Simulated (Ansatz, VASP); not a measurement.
# One calculation of CaAs2, two programs

```
CELL_PARAMETERS angstrom
-2.05869 2.05869 4.35420
2.05869 -2.05869 4.35420
2.05869 2.05869 -4.35420
ATOMIC_POSITIONS crystal
Ca 0.00000 0.00000 0.00000
As 0.63513 0.63513 0.00000
As 0.36487 0.36487 0.00000
```

Alike in both runs: functional PBE; k mesh 18 × 18 × 18; occupations gaussian, width 0.1 eV; no spin polarisation.

Ansatz relaxed the structure, and its values are those at the end. VASP's run is a single point on that final structure, the one shown.

|  | VASP | Ansatz |
| --- | --- | --- |
| version | VASP 6.6.1 | Ansatz 0.2.0 |
| potentials or method | VASP PAW PBE potentials, release 64 (Ca_sv, As), cutoff 520 eV | scalar-relativistic, plane waves, PAW |
| valence electrons in the cell | 20 | 40 |

```csv
,VASP,Ansatz,Ansatz less VASP
gap on the k mesh at the Fermi level (eV),none,none,-
pressure (GPa),0.2,0.0,-0.22
rms of the force components (eV/Å),0.032,0.000,-0.0319
```

A gap of «none» marks a metal or a gap that the smearing closes. VASP's potentials hold 20 valence electrons a cell and Ansatz's 40, so a difference there can come from the potentials and not from the codes.
